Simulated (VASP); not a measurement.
Wanted: the native input for a VASP 6.6.1 run.

```
Task                   : relaxation of cell and atoms
Functional             : PBE
Potentials or basis    : VASP PAW PBE potentials, release 64 (Hf_pv, Ni, P)
Cutoff                 : 600 eV
k mesh                 : 18 × 18 × 6
Occupations            : gaussian, width 0.1 eV
Spin                   : no spin polarisation
Dipole correction      : no
Further INCAR settings : ALGO = Normal; EDIFF = 1e-07; IBRION = 2; EDIFFG = -0.01; NSW = 100; ISIF = 3
```

The structure of HfNiP2 lies in POSCAR:

```
HfNiP2
1.0
    2.9492585497      0.0000000000      0.0000000000
   -1.4746292749      2.5541328264      0.0000000000
    0.0000000000      0.0000000000      9.3208577019
Hf Ni P
1 1 2
Direct
    0.0000000000      0.0000000000      0.0000000000
    0.0000000000      0.0000000000      0.5000000000
    0.0000000000      0.0000000000      0.7277904263
    0.0000000000      0.0000000000      0.2722095737
```

The input as run:

INCAR

```
ALGO = Normal
EDIFF = 1E-7
EDIFFG = -0.01
ENCUT = 600
GGA = PE
IBRION = 2
ISIF = 3
ISMEAR = 0
LASPH = T
LCHARG = F
LREAL = F
LWAVE = F
NELM = 100
NSW = 100
PREC = Accurate
SIGMA = 0.1
```

KPOINTS

```
k-points
0
Gamma
  18 18 6
```

Potentials or basis: VASP PAW PBE potentials, release 64 (Hf_pv, Ni, P).

Command:

```console
$ cat potpaw_PBE.64/Hf_pv/POTCAR potpaw_PBE.64/Ni/POTCAR potpaw_PBE.64/P/POTCAR > POTCAR
$ mpirun -np 1 vasp_std > vasp.out
```

Results of the run:

```json
{
 "Relaxed volume": "17.49 Å³/atom",
 "Relaxed cell": "a = 2.940 Å, b = 2.940 Å, c = 9.341 Å, α = 90.00°, β = 90.00°, γ = 120.00°",
 "Space group after relaxing (to 0.05 Å)": "P6/mmm (No. 191)",
 "Energy gained by relaxing": "0.3 meV/atom",
 "Ionic steps": "5",
 "Pressure after relaxing": "0.0 GPa",
 "Largest force after relaxing": "0.003 eV/Å",
 "Band gap on the k mesh": "zero (band 15 reaches 8.43 eV, above the bottom of band 16 at 5.94 eV)"
}
```

Caveat: spin-orbit coupling is left out, which moves the levels of the heavy elements.

It took 22 min on 1 thread of Intel(R) Xeon(R) Platinum 8259CL CPU @ 2.50GHz (Skylake/Cascade Lake), on a shared host, peak memory 0.44 GiB.
